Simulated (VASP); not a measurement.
# MgC2 (P4_2/mnm) in VASP: notebook

Runs on MgC2. Level: LDA. Tasks: relaxation of cell and atoms.

Everything below comes from runs of VASP 6.6.1. Logs are shortened: lines on timing, memory, paths and dates and some standing lists are left out, and cuts for length are marked.

### 1 The cell of the first run

Symmetry: P4_2/mnm, No. 136, tetragonal system. The conventional cell has a = 3.951 Å, b = 3.951 Å, c = 4.987 Å, α = 90.00°, β = 90.00°, γ = 90.00°. Within 2.9 Å of Mg (site symmetry mmm) lie 10 C at 2.17 to 2.86 Å. Within 1.7 Å of C (site symmetry m2m) lie 1 C at 1.26 Å.

### 2 Relaxation of cell and atoms, LDA, target pressure 10 GPa, at which the enthalpy is minimised

INCAR

```
SYSTEM = MgC2
PREC = Accurate
ENCUT = 600
EDIFF = 1E-6
ISMEAR = -1
SIGMA = 0.05
LREAL = .False.
LASPH = .True.
NELM = 60
ALGO = Normal
ISIF = 3
LWAVE = .False.
LCHARG = .False.
IBRION = 2
NSW = 60
EDIFFG = -0.01
PSTRESS = 100.0
```

KPOINTS

```
Automatic mesh
0
Gamma
  5 5 5
  0 0 0
```

POSCAR

```
MgC2
1.0
    3.9507770000      0.0000000000      0.0000000000
    0.0000000000      3.9507770000      0.0000000000
    0.0000000000      0.0000000000      4.9870890000
Mg C
2 4
Direct
    0.0000000000      0.0000000000      0.5000000000
    0.5000000000      0.5000000000      0.0000000000
    0.3876550000      0.6123450000      0.5000000000
    0.1123450000      0.1123450000      0.0000000000
    0.6123450000      0.3876550000      0.5000000000
    0.8876550000      0.8876550000      0.0000000000
```

Potentials or basis: VASP PAW LDA potentials, release 64 (Mg, C).

Command:

```bash
$ cat potpaw_LDA.64/Mg/POTCAR potpaw_LDA.64/C/POTCAR > POTCAR
$ mpirun -np 1 vasp_std > vasp.out
```

OUTCAR:

```text
SYSTEM = MgC2
   PREC = Accurate
   ENCUT = 600
   EDIFF = 1E-6
   ISMEAR = -1
   LREAL = .False.
   LASPH = .True.
   NELM = 60
   ISIF = 3
   IBRION = 2
   NSW = 60
   EDIFFG = -0.01
   PSTRESS = 100.0

 ion  position               nearest neighbor table
   1  0.000  0.000  0.500-   3 2.17   5 2.17   4 2.57   6 2.57   4 2.57   6 2.57   5 2.86   3 2.86
                             5 2.86   3 2.86
   2  0.500  0.500  0.000-   4 2.17   6 2.17   5 2.57   3 2.57   3 2.57   5 2.57   4 2.86   4 2.86
                             6 2.86   6 2.86
   3  0.388  0.612  0.500-   5 1.26   1 2.17   2 2.57   2 2.57   1 2.86   1 2.86
   4  0.112  0.112  0.000-   6 1.26   2 2.17   1 2.57   1 2.57   2 2.86   2 2.86
   5  0.612  0.388  0.500-   3 1.26   1 2.17   2 2.57   2 2.57   1 2.86   1 2.86
   6  0.888  0.888  0.000-   4 1.26   2 2.17   1 2.57   1 2.57   2 2.86   2 2.86

  LATTYP: Found a simple tetragonal cell.
 ALAT       =     3.9507770000
 C/A-ratio  =     1.2623058705

  Lattice vectors:

 A1 = (   3.9507770000,   0.0000000000,   0.0000000000)
 A2 = (   0.0000000000,   3.9507770000,   0.0000000000)
 A3 = (   0.0000000000,   0.0000000000,   4.9870890000)

Analysis of symmetry for initial positions (statically):
=====================================================================
 Subroutine PRICEL returns:
 Original cell was already a primitive cell.

 Routine SETGRP: Setting up the symmetry group for a
 simple tetragonal supercell.

 Subroutine GETGRP returns: Found 16 space group operations
 (whereof  8 operations were pure point group operations)
 out of a pool of 16 trial point group operations.

The static configuration has the point symmetry D_2h.
 The point group associated with its full space group is D_4h.

Analysis of symmetry for dynamics (positions and initial velocities):
=====================================================================
 Subroutine PRICEL returns:
 Original cell was already a primitive cell.

 Routine SETGRP: Setting up the symmetry group for a
 simple tetragonal supercell.

 Subroutine GETGRP returns: Found 16 space group operations
 (whereof  8 operations were pure point group operations)
 out of a pool of 16 trial point group operations.

The dynamic configuration has the point symmetry D_2h.
 The point group associated with its full space group is D_4h.

 Subroutine INISYM returns: Found 16 space group operations
 (whereof  8 operations are pure point group operations),
 and found     1 'primitive' translations

----------------------------------------------------------------------------------------

                                     Primitive cell

  volume of cell :      77.8417

  direct lattice vectors                    reciprocal lattice vectors
     3.950777000  0.000000000  0.000000000     0.253114767  0.000000000  0.000000000
     0.000000000  3.950777000  0.000000000     0.000000000  0.253114767  0.000000000
     0.000000000  0.000000000  4.987089000     0.000000000  0.000000000  0.200517777

  length of vectors
     3.950777000  3.950777000  4.987089000     0.253114767  0.253114767  0.200517777

  position of ions in fractional coordinates (direct lattice)
     0.000000000  0.000000000  0.500000000
     0.500000000  0.500000000  0.000000000
     0.387655000  0.612345000  0.500000000
     0.112345000  0.112345000  0.000000000
     0.612345000  0.387655000  0.500000000
     0.887655000  0.887655000  0.000000000

  ion indices of the primitive-cell ions
   primitive index   ion index
                 1           1
                 2           2
                 3           3
                 4           4
                 5           5
                 6           6

----------------------------------------------------------------------------------------

 KPOINTS: Automatic mesh

Automatic generation of k-mesh.
 Grid dimensions read from file:
 generate k-points for:    5    5    5

 Generating k-lattice:

  Cartesian coordinates                     Fractional coordinates (reciprocal lattice)
     0.050622953  0.000000000  0.000000000     0.200000000  0.000000000  0.000000000
     0.000000000  0.050622953  0.000000000     0.000000000  0.200000000  0.000000000
     0.000000000  0.000000000  0.040103555     0.000000000  0.000000000  0.200000000

  Length of vectors
     0.050622953  0.050622953  0.040103555

  Shift w.r.t. Gamma in fractional coordinates (k-lattice)
     0.000000000  0.000000000  0.000000000

 Subroutine IBZKPT returns following result:
 ===========================================

 Found     18 irreducible k-points:

 Following reciprocal coordinates:
            Coordinates               Weight
  0.000000  0.000000  0.000000      1.000000
  0.200000  0.000000  0.000000      4.000000
  0.400000  0.000000  0.000000      4.000000
  0.200000  0.200000  0.000000      4.000000
  0.400000  0.200000  0.000000      8.000000
  0.400000  0.400000  0.000000      4.000000
[... 10 lines left out ...]
  0.400000  0.200000  0.400000     16.000000
  0.400000  0.400000  0.400000      8.000000
   k-points           NKPTS =     18   k-points in BZ     NKDIM =     18   number of bands    NBANDS=     14
   number of dos      NEDOS =    301   number of ions     NIONS =      6
   total plane-waves  NPLWV =  40960
   dimension x,y,z NGX =    32 NGY =   32 NGZ =   40
   dimension x,y,z NGXF=    64 NGYF=   64 NGZF=   80
   ions per type =               2   4
   NGX,Y,Z   is equivalent  to a cutoff of  13.47, 13.47, 13.33 a.u.
   NGXF,Y,Z  is equivalent  to a cutoff of  26.93, 26.93, 26.67 a.u.
 SYSTEM =  MgC2
   PREC   = accura    normal or accurate (medium, high low for compatibility)
   ISTART =      0    job   : 0-new  1-cont  2-samecut
   ICHARG =      2    charge: 1-file 2-atom 10-const
   ISPIN  =      1    spin polarized calculation?
   LNONCOLLINEAR =      F non collinear calculations
   LSORBIT =      F    spin-orbit coupling
   LASPH  =      T    aspherical Exc in radial PAW
   ENCUT  =  600.0 eV  44.10 Ry    6.64 a.u.   7.89  7.89  9.96*2*pi/ulx,y,z
   NELM   =     60;   NELMIN=  2; NELMDL= -5     # of ELM steps
   EDIFF  = 0.1E-05   stopping-criterion for ELM
   LREAL  =      F    real-space projection
   EDIFFG = -.1E-01   stopping-criterion for IOM
   NSW    =     60    number of steps for IOM
   IBRION =      2    ionic relax: 0-MD 1-quasi-New 2-CG
   NFREE  =      1    steps in history (QN), initial steepest desc. (CG)
   ISIF   =      3    stress and relaxation
   ISYM   =      2    0-nonsym 1-usesym 2-fastsym
   POTIM  = 0.5000    time-step for ionic-motion
   TEBEG  =    0.0;   TEEND  =   0.0 temperature during run
   PSTRESS=  100.0 pullay stress
   NELECT =      20.0000    total number of electrons
   NUPDOWN=      -1.0000    fix difference up-down
   EMIN   =  10.00;   EMAX   =-10.00  energy-range for DOS
   EFERMI =   0.00;   METHOD = LEGACY
   ISMEAR =    -1;   SIGMA  =   0.05  broadening in eV -4-tet -1-fermi 0-gaus
   EFERMI_NEDOS =   21; number of points for ismear=-14 and -15
   IALGO  =     38    algorithm
   IMIX   =      4    mixing-type and parameters
     AMIX     =   0.40;   BMIX     =  1.00
     AMIX_MAG =   1.60;   BMIX_MAG =  1.00
  volume/ion in A,a.u.               =      12.97        87.55
  Fermi-wavevector in a.u.,A,eV,Ry     =   1.040752  1.966737 14.737364  1.083166
  Thomas-Fermi vector in A             =   2.175342
   LORBIT       =      0    0 simple, 1 ext, 2 COOP (PROOUT), +10 PAW based schemes
   GGA     = CA    functional components
   LHFCALC =     F    Hartree Fock is set to
   AEXX    =    0.0000 exact exchange contribution
   IVDW    =     0    specifies the selected vdW correction
   LEPSILON=     F    determine dielectric tensor
   LRPA    =     F    only Hartree local field effects (RPA)
 conjugate gradient relaxation of ions
 non-spin polarized calculation
  energy-cutoff  :      600.00
  volume of cell :       77.84
 maximum number of plane-waves:      2612
 NGX is ok and might be reduce to    32
   NGX = 15   NGY = 15   NGZ = 19

--------------------------------------- Ionic step        1  -------------------------------------------

 number of electron      20.0000002 magnetization

 Free energy of the ion-electron system (eV)
  ---------------------------------------------------
  ext. energy  EPLUGINS =         0.00000000
  ---------------------------------------------------
  free energy    TOTEN  =       -41.10197137 eV

  energy without entropy =      -41.10197137  energy(sigma->0) =      -41.10197137

 E-fermi :   1.9963     XC(G=0):  -9.8667

 val. band max:        0.8661343063   @ k =   0.4000   0.4000   0.4000
 cond. band min:       3.4021031267   @ k =   0.0000   0.0000   0.0000
 fundamental gap:      2.5359688204
 Fermi energy:         1.9962596632

 k-point     1 :       0.0000    0.0000    0.0000
  band No.  band energies     occupation
      1     -11.8151      2.00000
      2     -10.9189      2.00000
      3      -2.5821      2.00000
      4      -2.1263      2.00000
      5      -1.9612      2.00000
      6      -1.9612      2.00000
      7      -0.4273      2.00000
      8       0.4597      2.00000
      9       0.5511      2.00000
     10       0.5511      2.00000
     11       3.4021      0.00000
     12       6.0875      0.00000
     13       6.4368      0.00000
     14       6.4368      0.00000
[... 404 lines left out ...]
  FREE ENERGIE OF THE ION-ELECTRON SYSTEM (eV)
  ---------------------------------------------------
  free  energy   TOTEN  =       -41.0670633154 eV

  energy  without entropy=      -41.0670633153  energy(sigma->0) =      -41.06706332

  enthalpy is  TOTEN    =       -36.5883760140 eV   P V=        4.4786873014

[... ionic steps 4 to 16 ...]

--------------------------------------- Ionic step       17  -------------------------------------------

 number of electron      20.0000002 magnetization

------------------------ aborting loop because EDIFF is reached ----------------------------------------

  FORCE on cell =-STRESS in cart. coord.  units (eV):
  Direction    XX          YY          ZZ          XY          YZ          ZX
  --------------------------------------------------------------------------------------
  -------------------------------------------------------------------------------------
  Total        4.1155963      4.1155963      4.1737491     -0.0000000      0.0000000      0.0000000
  in kB       99.9044114     99.9044114    101.3160483     -0.0000000      0.0000000      0.0000000
  external PRESSURE =       0.3749570 kB  Pullay stress =     100.0000000 kB
[... 69 lines left out ...]
  enthalpy is  TOTEN    =       -36.8940690932 eV   P V=        4.1198078413

--------------------------------------- Ionic step       19  -------------------------------------------

 number of electron      20.0000002 magnetization

 Free energy of the ion-electron system (eV)
  ---------------------------------------------------
  ext. energy  EPLUGINS =         0.00000000
  ---------------------------------------------------
  free energy    TOTEN  =       -41.01328769 eV

  energy without entropy =      -41.01328769  energy(sigma->0) =      -41.01328769

 E-fermi :   3.0452     XC(G=0): -10.5677

 val. band max:        2.0345831160   @ k =   0.2000   0.2000   0.0000
 cond. band min:       3.9220063819   @ k =   0.0000   0.0000   0.0000
 fundamental gap:      1.8874232659
 Fermi energy:         3.0452251820

 k-point     1 :       0.0000    0.0000    0.0000
  band No.  band energies     occupation
      1     -11.3969      2.00000
      2     -10.0751      2.00000
      3      -2.1230      2.00000
      4      -1.2490      2.00000
      5      -1.0425      2.00000
      6      -1.0425      2.00000
      7       0.6555      2.00000
      8       1.4982      2.00000
      9       1.7243      2.00000
     10       1.7243      2.00000
     11       3.9220      0.00000
     12       7.3462      0.00000
     13       7.4256      0.00000
     14       7.4256      0.00000
[... 320 lines left out ...]
  FREE ENERGIE OF THE ION-ELECTRON SYSTEM (eV)
  ---------------------------------------------------
  free  energy   TOTEN  =       -41.0132876894 eV

  energy  without entropy=      -41.0132876887  energy(sigma->0) =      -41.01328769

  enthalpy is  TOTEN    =       -36.8940797564 eV   P V=        4.1192079331

 reached required accuracy - stopping structural energy minimisation
```

Run time: 66 s. Hardware: 1 thread of Intel Xeon 6975P-C (Granite Rapids), shared host; peak memory 0.18 GiB.

Results:

| Property | Result |
| --- | --- |
| Free energy | -41.0133 eV |
| Relaxed volume | 11.00 Å³/atom |
| Relaxed cell | a = 3.788 Å, b = 3.788 Å, c = 4.601 Å, α = 90.00°, β = 90.00°, γ = 90.00° |
| Space group after relaxing (to 0.05 Å) | P4_2/mnm (No. 136) |
| Energy change on relaxing (the enthalpy is what falls) | +14.8 meV/atom |
| Ionic steps | 19 |
| Pressure after relaxing | 10.0 GPa |
| Largest force after relaxing | 0.010 eV/Å |
| Band gap on the k mesh | 1.89 eV, indirect (least direct gap 2.20 eV) |

Forces on the atoms (eV/Å):
```
Mg   0.000  0.000  0.000
Mg   0.000  0.000  0.000
C   -0.007  0.007  0.000
C    0.007  0.007  0.000
C    0.007 -0.007  0.000
C   -0.007 -0.007  0.000
```

Stress tensor (GPa, compression positive):
```
 9.99  0.00  0.00
 0.00  9.99  0.00
 0.00  0.00 10.10
```

The path:
```csv
step,energy change (eV),largest force (eV/Å),pressure (GPa),volume (Å³)
1,0.0000,0.3784,-6.00,77.84
2,1.2108,10.9815,31.67,64.14
3,0.0349,3.4691,6.34,71.76
4,0.0635,0.1974,9.62,66.93
5,0.0885,0.0905,10.06,66.50
6,0.0822,0.0223,9.96,66.61
7,0.0737,0.0821,9.65,66.63
8,0.0552,0.2615,8.78,66.70
9,0.0484,0.6195,7.33,66.82
10,0.0469,0.4321,8.05,66.76
11,0.0526,0.0659,8.97,66.61
12,0.0532,0.0957,9.02,66.60
13,0.0590,0.0771,9.18,66.50
14,0.0772,0.0180,9.68,66.18
15,0.0867,0.0106,9.92,66.03
16,0.0874,0.0130,9.94,66.02
17,0.0884,0.0225,10.04,66.00
18,0.0881,0.0152,10.00,66.01
19,0.0887,0.0099,10.03,66.00
```

Final structure:
```
Mg C
1.0
     3.78754    0.00000    0.00000
     0.00000    3.78754    0.00000
     0.00000    0.00000    4.60056
Mg C
2 4
Direct
  0.00000 0.00000 0.50000
  0.50000 0.50000 0.00000
  0.38450 0.61550 0.50000
  0.11550 0.11550 0.00000
  0.61550 0.38450 0.50000
  0.88450 0.88450 0.00000
```

Caveat: the cell is relaxed towards a set pressure, so the enthalpy falls and the energy may rise; the volume moved by over 15 % at a fixed basis, so the end points are rough. A k mesh can miss the band edges.

[end of part 1 of 2]
